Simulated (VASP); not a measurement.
A run of VASP 6.6.1:

File INCAR:

```
PREC     = Accurate       # precision mode
ENCUT    = 520            # plane-wave cutoff, eV
EDIFF    = 1E-6           # SCF threshold, eV
ISMEAR   = -1             # smearing method
SIGMA    = 0.15           # smearing width, eV
LREAL    = False          # projectors in reciprocal space
LASPH    = True           # aspherical terms in the spheres
NELM     = 100            # most SCF steps
ALGO     = Normal         # electronic algorithm
ISIF     = 2              # what is computed and relaxed
LWAVE    = False          # write WAVECAR
LCHARG   = False          # write CHGCAR
GGA      = PS             # functional
NBANDS   = 12             # bands
```

The input KPOINTS:

```
regular mesh
0
Gamma
  13 13 13
```

File POSCAR:

```
Zn
1.0
    0.0000000000      1.9820876938      1.9820876938
    1.9820876938      0.0000000000      1.9820876938
    1.9820876938      1.9820876938      0.0000000000
Zn
1
Direct
    0.0000000000      0.0000000000      0.0000000000
```

Potentials or basis: VASP PAW PBE potentials, release 64 (Zn).

Command:

```console
$ cat potpaw_PBE.64/Zn/POTCAR > POTCAR
$ mpirun -np 1 vasp_std > vasp.out
```

Hardware: 1 thread of Intel Xeon 8259CL, on a shared host.

Question: Estimate the wall time of this run.

Answer: Run time: 17 s on 1 thread of Intel Xeon 8259CL, on a shared host, peak memory 0.14 GiB. Counts: scf iterations 10, k points 84.
